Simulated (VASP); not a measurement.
# SrCd2Sb2 in VASP: notebook

Runs on SrCd2Sb2. Level: LDA. Tasks: single point, molecular dynamics.

All numbers are computed with VASP 6.6.1; they aren't measurements. Logs are shortened: lines on timing, memory, paths and dates and some standing lists are left out, and cuts for length are marked.

### Step 1. The cell of the first run

The cell holds a disordered packing, 5 atoms: a = 5.146 Å, b = 5.703 Å, c = 5.744 Å, α = 77.69°, β = 99.44°, γ = 99.16°.

### Step 2. Single point, LDA

Input file INCAR:

```
SYSTEM = SrCd2Sb2
PREC = Accurate ; ENCUT = 520
EDIFF = 1E-6 ; ISMEAR = 0
SIGMA = 0.1 ; LREAL = .FALSE.
LASPH = .TRUE. ; NELM = 100
ALGO = Normal ; ISIF = 2
LWAVE = .FALSE. ; LCHARG = .FALSE.
GGA = CA ; NBANDS = 30
```

Input file KPOINTS:

```
Automatic mesh
0
G
  3 3 3
  0 0 0
```

Input file POSCAR:

```
SrCd2Sb2
1.0
    5.0996000000      0.2434950000     -0.6486200000
   -1.0842190000      5.5465160000      0.7634140000
   -0.2434100000      0.4242480000      5.7231950000
Sr Cd Sb
1 2 2
Direct
    0.9356971103      0.0485475024      0.9929167216
    0.0290820368      0.7611389783      0.5641609344
    0.7871427113      0.2980026451      0.3960307336
    0.4235460251      0.4004734283      0.7200255104
    0.3948000002      0.6532697156      0.1318008437
```

Potentials or basis: VASP PAW LDA potentials, release 64 (Sr_sv, Cd, Sb).

Started as:

```
$ cat potpaw_LDA.64/Sr_sv/POTCAR potpaw_LDA.64/Cd/POTCAR potpaw_LDA.64/Sb/POTCAR > POTCAR
$ mpirun -np 1 vasp_std > vasp.out
```

OUTCAR:

```text
SYSTEM = SrCd2Sb2
   PREC = Accurate
   ENCUT = 520
   EDIFF = 1E-6
   ISMEAR = 0
   LREAL = .FALSE.
   LASPH = .TRUE.
   NELM = 100
   ISIF = 2
   GGA = CA

 ion  position               nearest neighbor table
   1  0.936  0.049  0.993-   3 3.21   2 3.34   4 3.34   2 3.37   5 3.38   5 3.41   3 3.43   4 3.52
                             5 4.01   2 4.28   3 4.42
   2  0.029  0.761  0.564-   4 3.02   3 3.02   1 3.34   1 3.37   3 3.38   5 3.47   5 3.56   4 3.58
                             1 4.28
   3  0.787  0.298  0.396-   2 3.02   4 3.04   5 3.08   1 3.21   2 3.38   1 3.43   4 3.52   1 4.42

   4  0.424  0.400  0.720-   2 3.02   3 3.04   5 3.05   1 3.34   5 3.37   3 3.52   1 3.52   2 3.58

   5  0.395  0.653  0.132-   4 3.05   3 3.08   4 3.37   1 3.38   1 3.41   2 3.47   2 3.56   1 4.01

  LATTYP: Found a triclinic cell.
 ALAT       =     5.7440574337
 B/A-ratio  =     1.6231487125
 C/A-ratio  =     1.2498858640
 COS(alpha) =     0.0044154068
 COS(beta)  =     0.6306659676
 COS(gamma) =     0.6559712040

  Lattice vectors:

 A1 = (   0.2434100000,  -0.4242480000,  -5.7231950000)
 A2 = (  -3.7719710000,  -6.2142590000,  -5.8379890000)
 A3 = (  -0.8408090000,   5.1222680000,  -4.9597810000)

Analysis of symmetry for initial positions (statically):
=====================================================================
 Subroutine PRICEL returns:
 Original cell was already a primitive cell.

 Routine SETGRP: Setting up the symmetry group for a
 triclinic supercell.

 Subroutine GETGRP returns: Found  1 space group operations
 (whereof  1 operations were pure point group operations)
 out of a pool of  2 trial point group operations.

The static configuration has the point symmetry C_1 .

Analysis of symmetry for dynamics (positions and initial velocities):
=====================================================================
 Subroutine PRICEL returns:
 Original cell was already a primitive cell.

 Routine SETGRP: Setting up the symmetry group for a
 triclinic supercell.

 Subroutine GETGRP returns: Found  1 space group operations
 (whereof  1 operations were pure point group operations)
 out of a pool of  2 trial point group operations.

The dynamic configuration has the point symmetry C_1 .

 Subroutine INISYM returns: Found  1 space group operations
 (whereof  1 operations are pure point group operations),
 and found     1 'primitive' translations

----------------------------------------------------------------------------------------

                                     Primitive cell

  volume of cell :     161.1174

  direct lattice vectors                    reciprocal lattice vectors
     5.099600000  0.243495000 -0.648620000     0.195012611  0.037360185  0.005524543
    -1.084219000  5.546516000  0.763414000    -0.010357327  0.180167586 -0.013795933
    -0.243410000  0.424248000  5.723195000     0.023482689 -0.019798363  0.177193917

  length of vectors
     5.146447112  5.702821364  5.744057434     0.198635904  0.180991605  0.179836303

  position of ions in fractional coordinates (direct lattice)
     0.935697110  0.048547502  0.992916722
     0.029082037  0.761138978  0.564160934
     0.787142711  0.298002645  0.396030734
     0.423546025  0.400473428  0.720025510
     0.394800000  0.653269716  0.131800844

  ion indices of the primitive-cell ions
   primitive index   ion index
                 1           1
                 2           2
                 3           3
                 4           4
                 5           5

----------------------------------------------------------------------------------------

 KPOINTS: Automatic mesh

Automatic generation of k-mesh.
 Grid dimensions read from file:
 generate k-points for:    3    3    3

 Generating k-lattice:

  Cartesian coordinates                     Fractional coordinates (reciprocal lattice)
     0.065004204  0.012453395  0.001841514     0.333333333 -0.000000000  0.000000000
    -0.003452442  0.060055862 -0.004598644     0.000000000  0.333333333  0.000000000
     0.007827563 -0.006599454  0.059064639     0.000000000  0.000000000  0.333333333

  Length of vectors
     0.066211968  0.060330535  0.059945434

  Shift w.r.t. Gamma in fractional coordinates (k-lattice)
     0.000000000  0.000000000  0.000000000

 Subroutine IBZKPT returns following result:
 ===========================================

 Found     14 irreducible k-points:

 Following reciprocal coordinates:
            Coordinates               Weight
  0.000000  0.000000  0.000000      1.000000
  0.333333 -0.000000 -0.000000      2.000000
 -0.000000  0.333333  0.000000      2.000000
  0.333333  0.333333 -0.000000      2.000000
 -0.333333  0.333333  0.000000      2.000000
  0.000000  0.000000  0.333333      2.000000
  0.333333  0.000000  0.333333      2.000000
 -0.333333 -0.000000  0.333333      2.000000
  0.000000  0.333333  0.333333      2.000000
  0.333333  0.333333  0.333333      2.000000
 -0.333333  0.333333  0.333333      2.000000
  0.000000 -0.333333  0.333333      2.000000
  0.333333 -0.333333  0.333333      2.000000
 -0.333333 -0.333333  0.333333      2.000000
   k-points           NKPTS =     14   k-points in BZ     NKDIM =     14   number of bands    NBANDS=     30
   number of dos      NEDOS =    301   number of ions     NIONS =      5
   total plane-waves  NPLWV =  80640
   dimension x,y,z NGX =    40 NGY =   42 NGZ =   48
   dimension x,y,z NGXF=    80 NGYF=   84 NGZF=   96
   ions per type =               1   2   2
   NGX,Y,Z   is equivalent  to a cutoff of  12.92, 12.24, 13.89 a.u.
   NGXF,Y,Z  is equivalent  to a cutoff of  25.84, 24.49, 27.78 a.u.
 SYSTEM =  SrCd2Sb2
   PREC   = accura    normal or accurate (medium, high low for compatibility)
   ISTART =      0    job   : 0-new  1-cont  2-samecut
   ICHARG =      2    charge: 1-file 2-atom 10-const
   ISPIN  =      1    spin polarized calculation?
   LNONCOLLINEAR =      F non collinear calculations
   LSORBIT =      F    spin-orbit coupling
   LASPH  =      T    aspherical Exc in radial PAW
   ENCUT  =  520.0 eV  38.22 Ry    6.18 a.u.   9.57 10.60 10.68*2*pi/ulx,y,z
   NELM   =    100;   NELMIN=  2; NELMDL= -5     # of ELM steps
   EDIFF  = 0.1E-05   stopping-criterion for ELM
   LREAL  =      F    real-space projection
[... 7 lines left out ...]
   TEBEG  =    0.0;   TEEND  =   0.0 temperature during run
   PSTRESS=    0.0 pullay stress
   NELECT =      44.0000    total number of electrons
   NUPDOWN=      -1.0000    fix difference up-down
   EMIN   =  10.00;   EMAX   =-10.00  energy-range for DOS
   EFERMI =   0.00;   METHOD = LEGACY
   ISMEAR =     0;   SIGMA  =   0.10  broadening in eV -4-tet -1-fermi 0-gaus
   EFERMI_NEDOS =   21; number of points for ismear=-14 and -15
   IALGO  =     38    algorithm
   IMIX   =      4    mixing-type and parameters
     AMIX     =   0.40;   BMIX     =  1.00
     AMIX_MAG =   1.60;   BMIX_MAG =  1.00
  volume/ion in A,a.u.               =      32.22       217.45
  Fermi-wavevector in a.u.,A,eV,Ry     =   1.062131  2.007137 15.349049  1.128123
  Thomas-Fermi vector in A             =   2.197572
   LORBIT       =      0    0 simple, 1 ext, 2 COOP (PROOUT), +10 PAW based schemes
   GGA     = CA    functional components
   LHFCALC =     F    Hartree Fock is set to
   AEXX    =    0.0000 exact exchange contribution
   IVDW    =     0    specifies the selected vdW correction
   LEPSILON=     F    determine dielectric tensor
   LRPA    =     F    only Hartree local field effects (RPA)
 non-spin polarized calculation
 Gauss-broadening in eV      SIGMA  =   0.10
  energy-cutoff  :      520.00
  volume of cell :      161.12
 maximum number of plane-waves:      4357
 NGX is ok and might be reduce to    40
   NGX = 19   NGY = 21   NGZ = 21

 number of electron      44.0000010 magnetization

 Free energy of the ion-electron system (eV)
  ---------------------------------------------------
  ext. energy  EPLUGINS =         0.00000000
  ---------------------------------------------------
  free energy    TOTEN  =       -14.78610350 eV

  energy without entropy =      -14.76772195  energy(sigma->0) =      -14.77691273

 E-fermi :   3.1730     XC(G=0):  -9.3741

 val. band max:        3.1685633465   @ k =   0.3333  -0.0000  -0.0000
 cond. band min:       3.2255228976   @ k =  -0.0000   0.3333   0.0000
 fundamental gap:      0.0569595511
 Fermi energy:         3.1730417440

 k-point     1 :       0.0000    0.0000    0.0000
  band No.  band energies     occupation
      1     -32.3149      2.00000
      2     -14.4880      2.00000
      3     -14.4665      2.00000
      4     -14.4244      2.00000
      5      -7.1210      2.00000
      6      -5.5594      2.00000
[... 22 lines left out ...]
     29       6.5670      0.00000
     30       7.5402      0.00000

 k-point     2 :       0.3333   -0.0000   -0.0000
  band No.  band energies     occupation
      1     -32.3146      2.00000
      2     -14.4872      2.00000
      3     -14.4746      2.00000
      4     -14.4346      2.00000
      5      -6.9166      2.00000
      6      -5.6379      2.00000
[... 22 lines left out ...]
     29       6.9087      0.00000
     30       7.3301      0.00000

 k-point     3 :      -0.0000    0.3333    0.0000
  band No.  band energies     occupation
      1     -32.3149      2.00000
      2     -14.4904      2.00000
      3     -14.4695      2.00000
      4     -14.4259      2.00000
      5      -6.9478      2.00000
      6      -5.6636      2.00000
[... 22 lines left out ...]
     29       7.0072      0.00000
     30       7.3309      0.00000

 k-point     4 :       0.3333    0.3333   -0.0000
  band No.  band energies     occupation
      1     -32.3145      2.00000
      2     -14.4896      2.00000
      3     -14.4747      2.00000
      4     -14.4363      2.00000
      5      -6.8555      2.00000
      6      -5.5875      2.00000
[... 286 lines left out ...]
     29       6.8172      0.00000
     30       7.1411      0.00000

 k-point    13 :       0.3333   -0.3333    0.3333
  band No.  band energies     occupation
      1     -32.3145      2.00000
      2     -14.4926      2.00000
      3     -14.4741      2.00000
      4     -14.4349      2.00000
      5      -6.5356      2.00000
      6      -5.8121      2.00000
[... 22 lines left out ...]
     29       7.1676      0.00000
     30       7.7986      0.00000

 k-point    14 :      -0.3333   -0.3333    0.3333
  band No.  band energies     occupation
      1     -32.3145      2.00000
      2     -14.4927      2.00000
      3     -14.4737      2.00000
      4     -14.4366      2.00000
      5      -6.5462      2.00000
      6      -5.8342      2.00000
[... 22 lines left out ...]
     29       7.1094      0.00000
     30       8.0966      0.00000

------------------------ aborting loop because EDIFF is reached ----------------------------------------

  FORCE on cell =-STRESS in cart. coord.  units (eV):
  Direction    XX          YY          ZZ          XY          YZ          ZX
  --------------------------------------------------------------------------------------
  -------------------------------------------------------------------------------------
  Total       -4.5081540     -4.4569437     -1.0658158     -0.3584967      0.3256226     -0.6415945
  in kB      -44.8298216    -44.3205771    -10.5986469     -3.5649501      3.2380444     -6.3801205
  external PRESSURE =     -33.2496818 kB  Pullay stress =       0.0000000 kB

 VOLUME and BASIS-vectors are now :
 -----------------------------------------------------------------------------
  energy-cutoff  :      520.00
  volume of cell :      161.12
      direct lattice vectors                 reciprocal lattice vectors
     5.099600000  0.243495000 -0.648620000     0.195012611  0.037360185  0.005524543
    -1.084219000  5.546516000  0.763414000    -0.010357327  0.180167586 -0.013795933
    -0.243410000  0.424248000  5.723195000     0.023482689 -0.019798363  0.177193917

 POSITION                                       TOTAL-FORCE (eV/Angst)
 -----------------------------------------------------------------------------------
      4.47736      0.91835      5.11281        -0.005436      0.016485     -0.299446
     -0.81426      4.46810      3.79100        -0.091749     -0.058811      0.080841
      3.59461      2.01256      1.98350         0.081944      0.145668      0.251591
      1.55045      2.62983      4.15185         0.067928      0.423057     -0.152438
      1.27295      3.77542      0.99696        -0.052687     -0.526399      0.119453
 -----------------------------------------------------------------------------------
    total drift:                               -0.000146     -0.000040     -0.000031

  FREE ENERGIE OF THE ION-ELECTRON SYSTEM (eV)
  ---------------------------------------------------
  free  energy   TOTEN  =       -14.7861035015 eV

  energy  without entropy=      -14.7677219517  energy(sigma->0) =      -14.77691273
```

Wall time 51 s (1 thread of Intel Xeon Platinum 8259CL at 2.50GHz (Skylake/Cascade Lake), shared host); peak memory 0.26 GiB.

What came out:

```yaml
Free_energy: -14.7861 eV
Pressure: -3.3 GPa
Largest_force: 0.542 eV/Å
Band_gap_on_the_k_mesh: zero (bands 22 and 23 overlap by 0.16 eV)
```

Forces on the atoms (eV/Å):
```
Sr  -0.005  0.016 -0.299
Cd  -0.092 -0.059  0.081
Cd   0.082  0.146  0.252
Sb   0.068  0.423 -0.152
Sb  -0.053 -0.526  0.119
```

Levels at points of the mesh, in eV from the Fermi level:
| k point | band 19 | band 20 | band 21 | band 22 | band 23 | band 24 | band 25 | band 26 |
| --- | --- | --- | --- | --- | --- | --- | --- | --- |
| (0.00, 0.00, 0.00) | -2.33 | -1.94 | -1.44 | -0.40 | 0.66 | 0.95 | 1.81 | 2.27 |

Caveat: the k points lie up to 0.42 Å⁻¹ apart; spin-orbit coupling is left out, which moves the levels of the heavy elements.

### Step 3. Single point, LDA

Input file INCAR:

```
PREC = Accurate
ENCUT = 520
EDIFF = 1E-6
ISMEAR = 0
SIGMA = 0.1
LREAL = F
LASPH = T
NELM = 100
ALGO = Normal
ISIF = 2
LWAVE = F
LCHARG = F
NBANDS = 30
```

Input file KPOINTS:

```
regular mesh
0
Gamma
  3 3 3
```

Input file POSCAR:

```
SrCd2Sb2
1.0
    5.0996000000      0.2434950000     -0.6486200000
   -1.0842190000      5.5465160000      0.7634140000
   -0.2434100000      0.4242480000      5.7231950000
Sr Cd Sb
1 2 2
Direct
    0.9339671176      0.0530609926      0.9948686437
    0.0251084596      0.7564585216      0.5596253182
    0.7923142647      0.2975277226      0.3884335672
    0.4222555435      0.3977962895      0.7231628722
    0.3962292151      0.6574584373      0.1384601115
```

Potentials or basis: VASP PAW LDA potentials, release 64 (Sr_sv, Cd, Sb).

Started as:

```
$ cat potpaw_LDA.64/Sr_sv/POTCAR potpaw_LDA.64/Cd/POTCAR potpaw_LDA.64/Sb/POTCAR > POTCAR
$ mpirun -np 1 vasp_std > vasp.out
```

OUTCAR:

```text
PREC = Accurate
   ENCUT = 520
   EDIFF = 1E-6
   ISMEAR = 0
   LREAL = F
   LASPH = T
   NELM = 100
   ISIF = 2

 ion  position               nearest neighbor table
   1  0.934  0.053  0.995-   3 3.13   2 3.32   4 3.32   5 3.38   5 3.42   2 3.43   3 3.47   4 3.50
                             5 4.02   2 4.25   3 4.43
   2  0.025  0.756  0.560-   3 2.99   4 3.02   1 3.32   3 3.38   1 3.43   5 3.50   5 3.53   4 3.58
                             5 3.75   1 4.25
[... 663 lines left out ...]
  Direction    XX          YY          ZZ          XY          YZ          ZX
  --------------------------------------------------------------------------------------
  -------------------------------------------------------------------------------------
  Total       -4.4941399     -4.2895459     -1.4750507     -0.3798530      0.3334139     -0.6821806
  in kB      -44.6904625    -42.6559462    -14.6681455     -3.7773208      3.3155221     -6.7837158
  external PRESSURE =     -34.0048514 kB  Pullay stress =       0.0000000 kB

 VOLUME and BASIS-vectors are now :
 -----------------------------------------------------------------------------
  energy-cutoff  :      520.00
  volume of cell :      161.12
      direct lattice vectors                 reciprocal lattice vectors
     5.099600000  0.243495000 -0.648620000     0.195012611  0.037360185  0.005524543
    -1.084219000  5.546516000  0.763414000    -0.010357327  0.180167586 -0.013795933
    -0.243410000  0.424248000  5.723195000     0.023482689 -0.019798363  0.177193917

 POSITION                                       TOTAL-FORCE (eV/Angst)
 -----------------------------------------------------------------------------------
      4.46317      0.94379      5.12855         0.057293     -0.072565     -0.492965
     -0.82834      4.43924      3.76405        -0.100028     -0.020840      0.125067
      3.62335      2.00796      1.93631        -0.008544      0.190007      0.405185
      1.54601      2.61600      4.16860         0.103315      0.452373     -0.156127
      1.27408      3.80182      1.03734        -0.052036     -0.548975      0.118841
 -----------------------------------------------------------------------------------
    total drift:                               -0.000246     -0.000269      0.000085

  FREE ENERGIE OF THE ION-ELECTRON SYSTEM (eV)
  ---------------------------------------------------
  free  energy   TOTEN  =       -14.7447644642 eV

  energy  without entropy=      -14.7250962016  energy(sigma->0) =      -14.73493033
```

stdout:

```text
POSCAR found type information on POSCAR SrCdSb
 POSCAR found :  3 types and       5 ions
 scaLAPACK will be used
 LDA part: xc-table for (Slater(with rela. corr.)+CA(PZ))
 , standard interpolation
 POSCAR, INCAR and KPOINTS ok, starting setup
 FFT: planning ... GRIDC
 FFT: planning ... GRID_SOFT
 FFT: planning ... GRID
 WAVECAR not read
 entering main loop
```

Wall time 52 s (1 thread of Intel Xeon Platinum 8259CL at 2.50GHz (Skylake/Cascade Lake), shared host); peak memory 0.26 GiB.

Results:

```yaml
Free_energy: -14.7448 eV
Pressure: -3.4 GPa
Largest_force: 0.564 eV/Å
Band_gap_on_the_k_mesh: zero (bands 22 and 23 overlap by 0.18 eV)
```

Forces on the atoms (eV/Å):
```
Sr   0.057 -0.073 -0.493
Cd  -0.100 -0.021  0.125
Cd  -0.009  0.190  0.405
Sb   0.103  0.452 -0.156
Sb  -0.052 -0.549  0.119
```

Stress tensor (GPa, compression positive):
```
-4.47 -0.38 -0.68
-0.38 -4.27  0.33
-0.68  0.33 -1.47
```

Levels at points of the mesh, in eV from the Fermi level:
| k point | band 20 | band 21 | band 22 | band 23 | band 24 | band 25 |
| --- | --- | --- | --- | --- | --- | --- |
| (0.00, 0.00, 0.00) | -1.97 | -1.42 | -0.41 | 0.64 | 0.94 | 1.79 |

Caveat: the k points lie up to 0.42 Å⁻¹ apart; spin-orbit coupling is left out, which moves the levels of the heavy elements.

### Step 4. Single point, LDA

Input file INCAR:

```
SYSTEM = SrCd2Sb2
PREC = Accurate
ENCUT = 520
EDIFF = 1E-6
ISMEAR = 0
SIGMA = 0.1
LREAL = .False.
LASPH = .True.
NELM = 100
ALGO = Normal
ISIF = 2
LWAVE = .False.
LCHARG = .True.
GGA = CA
LELF = .True.
LVHAR = .True.
NBANDS = 30
```

Input file KPOINTS:

```
regular mesh
0
Gamma
  3 3 3
  0 0 0
```

Input file POSCAR:

```
SrCd2Sb2
1.0
    5.0996000000      0.2434950000     -0.6486200000
   -1.0842190000      5.5465160000      0.7634140000
   -0.2434100000      0.4242480000      5.7231950000
Sr Cd Sb
1 2 2
Direct
    0.9324573328      0.0571435541      0.9951082020
    0.0211164615      0.7519974079      0.5556905208
    0.7972600858      0.2975386916      0.3823566442
    0.4215224796      0.3964773584      0.7256141971
    0.3971682358      0.6599481064      0.1450797391
```

Started as:

```
$ cat potpaw_LDA.64/Sr_sv/POTCAR potpaw_LDA.64/Cd/POTCAR potpaw_LDA.64/Sb/POTCAR > POTCAR
$ mpirun -np 1 vasp_std > vasp.out
```

It took 62 s on 1 thread of Intel Xeon Platinum 8259CL at 2.50GHz (Skylake/Cascade Lake), shared host; peak memory 0.25 GiB.

The run converged. Its results:

```yaml
Free_energy: -14.7073 eV
Pressure: -3.4 GPa
Largest_force: 0.661 eV/Å
Band_gap_on_the_k_mesh: zero (bands 22 and 23 overlap by 0.19 eV)
```

Forces on the atoms (eV/Å):
```
Sr   0.111 -0.166 -0.631
Cd  -0.109  0.024  0.144
Cd  -0.080  0.218  0.521
Sb   0.128  0.480 -0.163
Sb  -0.050 -0.556  0.129
```

Stress tensor (GPa, compression positive):
```
-4.46 -0.41 -0.73
-0.41 -4.10  0.41
-0.73  0.41 -1.65
```

Levels at points of the mesh, in eV from the Fermi level:
| k point | band 19 | band 20 | band 21 | band 22 | band 23 | band 24 | band 25 | band 26 |
| --- | --- | --- | --- | --- | --- | --- | --- | --- |
| (0.00, 0.00, 0.00) | -2.40 | -1.98 | -1.43 | -0.41 | 0.63 | 0.93 | 1.79 | 2.36 |

Caveat: the k points lie up to 0.42 Å⁻¹ apart; spin-orbit coupling is left out, which moves the levels of the heavy elements.

[end of part 1 of 2]

The gap in the log of VASP goes by the Fermi energy; the results here count the filled bands.